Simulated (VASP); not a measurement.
A run of VASP 6.6.1:

Contents of INCAR:

```
SYSTEM = Na12H5CN
PREC = Accurate ; ENCUT = 520
EDIFF = 1E-6 ; ISMEAR = 0
SIGMA = 0.1 ; LREAL = Auto
LASPH = .True. ; NELM = 100
ALGO = Normal ; ISIF = 2
LWAVE = .False. ; LCHARG = .False.
LDIPOL = .True. ; IDIPOL = 3
DIPOL = 0.5 0.5 0.502 ; GGA = PE
IVDW = 12 ; NBANDS = 64
```

The input KPOINTS:

```
Automatic mesh
0
Gamma
  3 3 1
  0 0 0
```

Contents of POSCAR:

```
Na12H5CN
1.0
    7.0632143068      0.0000000000      0.0000000000
   -2.3544047689      6.6592623111      0.0000000000
    0.0000000000      0.0000000000     26.3380903319
Na C N H
12 1 1 5
Direct
    0.2500000000      0.2500000000      0.3037425986
    0.2500000000      0.7500000000      0.3037425986
    0.7500000000      0.2500000000      0.3037425986
    0.7500000000      0.7500000000      0.3037425986
    0.5045668234      0.4957454823      0.4106248277
    0.4945595258     -0.0055338582      0.4181376476
    0.0049190371      0.5038965102      0.4181403037
   -0.0033466648      0.0008069483      0.4134777573
    0.7332006505      0.7378191592      0.5211645813
    0.7553169126      0.2439399630      0.5299000170
    0.2394102802      0.7549189744      0.5357687880
    0.2607946310      0.2638902961      0.5202041723
    1.1261305408      0.6888641096      0.6611593246
    1.1864560380      0.8521864010      0.6232829060
    1.2397204335      0.6138477019      0.6623195283
    0.9838792184      0.5763337099      0.6490362237
    1.1063344526      0.7384945661      0.6998804112
    1.3177502945      0.9604761084      0.6340076966
    1.0814943921      0.9234690136      0.6215061711
```

Potentials or basis: VASP PAW PBE potentials, release 64 (Na_pv, C, N, H).

Command:

```console
$ cat potpaw_PBE.64/Na_pv/POTCAR potpaw_PBE.64/C/POTCAR potpaw_PBE.64/N/POTCAR potpaw_PBE.64/H/POTCAR > POTCAR
$ mpirun -np 1 vasp_std > vasp.out
```

Hardware: 1 thread of Intel(R) Xeon(R) Platinum 8259CL CPU @ 2.50GHz (Skylake/Cascade Lake) (shared host).

**Question.** How long does it take, and how much memory?

**Answer.** Run time: 20 min on 1 thread of Intel(R) Xeon(R) Platinum 8259CL CPU @ 2.50GHz (Skylake/Cascade Lake) (shared host), peak memory 1.2 GiB. Counts: scf iterations 26, k points 5.
